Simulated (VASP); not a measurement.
Here is a VASP 6.6.1 calculation.

File INCAR:

```
  PREC = Accurate
  ENCUT = 520
  EDIFF = 1E-7
  ISMEAR = 0
  SIGMA = 0.05
  LREAL = Auto
  LASPH = T
  NELM = 100
  ALGO = Normal
  ISIF = 2
  LWAVE = F
  LCHARG = F
  GGA = PS
  NBANDS = 52
```

The input KPOINTS:

```
regular mesh
0
Gamma
  2 2 2
```

Contents of POSCAR:

```
TiSi16
1.0
    0.0000000000      5.4300000000      5.4300000000
    5.4300000000      0.0000000000      5.4300000000
    5.4300000000      5.4300000000      0.0000000000
Si Ti
16 1
Direct
    0.0069119061      0.0063426380      0.0002598339
    0.1273942596      0.1268770705      0.1329146722
    0.0037143343      0.0032088524      0.5033754191
    0.1271738071      0.1266148494      0.6268110094
    0.0071839730      0.5003603264      0.0005300436
    0.1409759466      0.6242792736      0.1244528748
    0.0068876567      0.5000795763      0.5065440039
    0.1273839127      0.6327496151      0.6270507539
    0.5008719886      0.0066810996      0.0005453891
    0.6248290470      0.1404214542      0.1244968388
    0.5006101195      0.0063465047      0.5065725568
    0.6332509521      0.1268816899      0.6270659936
    0.5041128645      0.5035562769      0.0037930699
    0.6250724383      0.6245994574      0.1247710622
    0.5008625830      0.5003661251      0.5068698108
    0.6247966643      0.6242903473      0.6406501460
    0.7540035463      0.7534573131      0.2536690319
```

Potentials or basis: VASP PAW PBE potentials, release 64 (Si, Ti_sv).

Run with:

```console
$ cat potpaw_PBE.64/Si/POTCAR potpaw_PBE.64/Ti_sv/POTCAR > POTCAR
$ mpirun -np 1 vasp_std > vasp.out
```

(1) Predict the pressure.

(2) Predict the band gap on the k mesh.

Answers

(1) 2.1 GPa.

(2) zero (bands 38 and 39 overlap by 0.41 eV).

Caveat: the k points lie up to 0.50 Å⁻¹ apart; the PAW data sets were made with another functional, which shifts forces and pressure a little.
